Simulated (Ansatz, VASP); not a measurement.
**One calculation of Hf, two programs**

```
CELL_PARAMETERS angstrom
3.10080 0.00000 0.00000
-1.55040 2.68537 0.00000
0.00000 0.00000 5.05780
ATOMIC_POSITIONS crystal
Hf 0.33333 0.66667 0.25000
Hf 0.66667 0.33333 0.75000
```

Change from the starting cell: equal xx and yy strain of -3 %.

Alike in both runs: task single point; functional PBE; k mesh 13 × 13 × 7; occupations fermi-dirac, width 0.05 eV; no spin polarisation.

```csv
,VASP,Ansatz
version,VASP 6.6.1,Ansatz 0.2.0
potentials or method,"VASP PAW PBE potentials, release 64 (Hf_pv), cutoff 520 eV","all-electron LAPW, scalar-relativistic"
```

```csv
,VASP,Ansatz,Ansatz less VASP
pressure (GPa),7.6,8.1,+0.46
"traceless stress, the component that is largest in VASP (GPa)",-2.66,-2.57,+0.087
```

Ansatz ran all-electron here, and VASP with PAW potentials.

Neither program's run includes spin-orbit coupling.
